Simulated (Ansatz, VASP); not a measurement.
Two plane-wave programs on ZnS

File POSCAR:

```
ZnS
1.0
    0.0000000000      2.7469343765      2.7469343765
    2.7469343765      0.0000000000      2.7469343765
    2.7469343765      2.7469343765      0.0000000000
Zn S
1 1
Direct
    0.2500000000      0.2500000000      0.2500000000
    0.0000000000      0.0000000000      0.0000000000
```

Contents of INCAR.step1:

```
SYSTEM = ZnS
PREC = Accurate
ENCUT = 550
ISMEAR = 0
SIGMA = 0.01
LREAL = .FALSE.
LASPH = .TRUE.
NELM = 120
NBANDS = 16
GGA = PE
ALGO = Normal
EDIFF = 1E-5
LWAVE = .TRUE.
LCHARG = .FALSE.
GGA_COMPAT = .FALSE.
```

Contents of INCAR.step2:

```
SYSTEM = ZnS
PREC = Accurate
ENCUT = 550
EDIFF = 1E-6
ISMEAR = 0
SIGMA = 0.01
LREAL = .FALSE.
LASPH = .TRUE.
NELM = 120
ALGO = Normal
ISIF = 2
LWAVE = .FALSE.
LCHARG = .FALSE.
METAGGA = R2SCAN
LMIXTAU = .TRUE.
NBANDS = 16
ISTART = 1
GGA_COMPAT = .FALSE.
```

Contents of KPOINTS:

```
Automatic mesh
0
G
  6 6 6
  0 0 0
```

Input for Ansatz:

```yaml
crystal:
  lattice:
    - [0.0, 2.7469343765, 2.7469343765]
    - [2.7469343765, 0.0, 2.7469343765]
    - [2.7469343765, 2.7469343765, 0.0]
  atoms:
    - { symbol: Zn, position: [0.25, 0.25, 0.25] }
    - { symbol: S, position: [0.0, 0.0, 0.0] }
kpoints:
  mp_grid: { grid: [6, 6, 6] }
hamiltonian:
  xc: r2scan
scf:
  occupations: { method: fixed }
  n_extra_bands: 4
output:
  forces: true
  stress: true
  eigenvalues: true
```

Alike in both runs: task single point; functional r2SCAN; k mesh 6 × 6 × 6; no spin polarisation.

```csv
,VASP,Ansatz
version,VASP 6.6.1,Ansatz 0.2.0
potentials or method,"VASP PAW PBE potentials, release 64 (Zn, S)","plane waves, PAW"
plane-wave cutoff (eV),550,500
occupations,"gaussian, width 0.01 eV",fixed
valence electrons in the cell,18,18
```

|  | VASP | Ansatz | Ansatz less VASP |
| --- | --- | --- | --- |
| gap on the k mesh at the Fermi level (eV) | 2.45 | 2.44 | -0.006 |
| pressure (GPa) | -4.0 | -4.0 | -0.02 |

VASP's potentials were made for PBE, not for r2SCAN.
